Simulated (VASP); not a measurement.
SnO: single point with PBEsol

Crystal: SnO.

```xyz
8
Lattice="-2.6905 2.6905 0.0000 -2.6905 -2.6905 0.0000 -0.2690 0.2690 9.4948" Properties=species:S:1:pos:R:3 pbc="T T T"
Sn   -2.6905   -2.6861    3.5260
Sn   -2.6905    2.6861    8.2734
Sn   -2.6905   -0.0044    5.9688
Sn   -2.6905    0.0044    1.2214
O    -4.0357    1.3410    7.1211
O    -1.3452   -1.3410    2.3737
O    -1.3452    1.3410    7.1211
O    -4.0357   -1.3410    2.3737
```

This cell differs from its parent crystal: the part above a cut slid along it.

```yaml
Program: VASP 6.6.1
Task: single point
Functional: PBEsol
Potentials_or_basis: VASP PAW PBE potentials, release 64 (Sn_d, O)
Cutoff: 520 eV
k_mesh: 10 × 10 × 4
Occupations: gaussian, width 0.15 eV
Spin: no spin polarisation
```

| Quantity | Value |
| --- | --- |
| Pressure | 0.4 GPa |
| Largest force | 0.117 eV/Å |
| Band gap on the k mesh | zero (bands 40 and 41 overlap by 0.06 eV) |

Forces on the atoms (eV/Å):
```
Sn   0.010 -0.013  0.092
Sn  -0.078  0.082  0.028
Sn  -0.010  0.013 -0.092
Sn   0.078 -0.082 -0.028
O    0.006 -0.004 -0.013
O    0.078 -0.080 -0.008
O   -0.078  0.080  0.008
O   -0.006  0.004  0.013
```

Stress tensor (GPa, compression positive):
```
 0.40  0.08  0.70
 0.08  0.41 -0.71
 0.70 -0.71  0.50
```

Levels at points of the mesh, in eV from the Fermi level:
| k point | band 38 | band 39 | band 40 | band 41 | band 42 | band 43 |
| --- | --- | --- | --- | --- | --- | --- |
| (0.00, 0.00, 0.00) | -3.08 | -2.32 | -0.09 | 1.49 | 2.01 | 2.65 |
| (0.50, 0.00, 0.00) | -2.70 | -2.01 | -1.55 | 2.27 | 2.69 | 3.01 |
| (0.00, 0.50, 0.00) | -2.90 | -1.84 | -1.84 | 2.55 | 2.55 | 3.17 |
| (0.50, 0.50, 0.00) | -2.62 | -2.04 | -2.04 | -0.13 | -0.13 | 2.20 |
| (0.00, 0.00, 0.50) | -3.30 | -0.67 | -0.63 | 1.49 | 1.49 | 3.23 |
| (0.50, 0.00, 0.50) | -2.32 | -2.31 | -1.84 | 2.42 | 2.83 | 2.85 |
| (0.00, 0.50, 0.50) | -2.34 | -2.32 | -2.30 | 2.83 | 2.85 | 2.85 |
| (0.50, 0.50, 0.50) | -2.52 | -2.47 | -2.47 | 0.72 | 0.72 | 0.81 |

Run time: 40 min on 1 thread of Oxide Virtual Turin-like Processor (shared host), peak memory 0.93 GiB.

Caveat: the cell differs from its parent crystal (the part above a cut slid along it); semilocal functionals underestimate gaps, and a narrow one can read as zero; the PAW data sets were made with another functional, which shifts forces and pressure a little; spin-orbit coupling is left out, which moves the levels of the heavy elements.
